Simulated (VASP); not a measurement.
Input of a VASP 6.6.1 run:

INCAR

```
  PREC = Accurate
  ENCUT = 520
  EDIFF = 1E-6
  ISMEAR = 0
  SIGMA = 0.05
  LREAL = F
  LASPH = T
  NELM = 60
  ALGO = Normal
  ISIF = 2
  LWAVE = F
  LCHARG = F
  GGA = PS
  NBANDS = 27
```

File KPOINTS:

```
regular mesh
0
Gamma
  6 6 6
```

File POSCAR:

```
BaHfO3
1.0
    4.1023039604      0.0000000000      0.0000000000
    0.0000000000      4.1023039604      0.0000000000
    0.0000000000      0.0000000000      4.3082557672
Ba Hf O
1 1 3
Direct
    0.5000000000      0.5000000000      0.9964249600
    0.0000000000      0.0000000000      0.4978753300
    0.0000000000      0.5000000000      0.4988901400
    0.5000000000      0.0000000000      0.4988901400
    0.0000000000      0.0000000000      0.9979412200
```

Potentials or basis: VASP PAW PBE potentials, release 64 (Ba_sv, Hf_pv, O).

Launch:

```bash
$ cat potpaw_PBE.64/Ba_sv/POTCAR potpaw_PBE.64/Hf_pv/POTCAR potpaw_PBE.64/O/POTCAR > POTCAR
$ mpirun -np 1 vasp_std > vasp.out
```

Problem. What does it give for the band gap on the k mesh?

Solution. 3.34 eV, indirect (least direct gap 3.57 eV).

Problem. What does it give for the largest force?

Solution. 0.022 eV/Å.

Problem. Estimate the pressure.

Solution. -1.2 GPa.

Forces on the atoms (eV/Å):
```
Ba   0.000  0.000  0.019
Hf   0.000  0.000 -0.022
O    0.000  0.000 -0.009
O    0.000  0.000 -0.009
O    0.000  0.000  0.020
```

Caveat: the PAW data sets were made with another functional, which shifts forces and pressure a little; spin-orbit coupling is left out, which moves the levels of the heavy elements. A k mesh can miss the band edges.
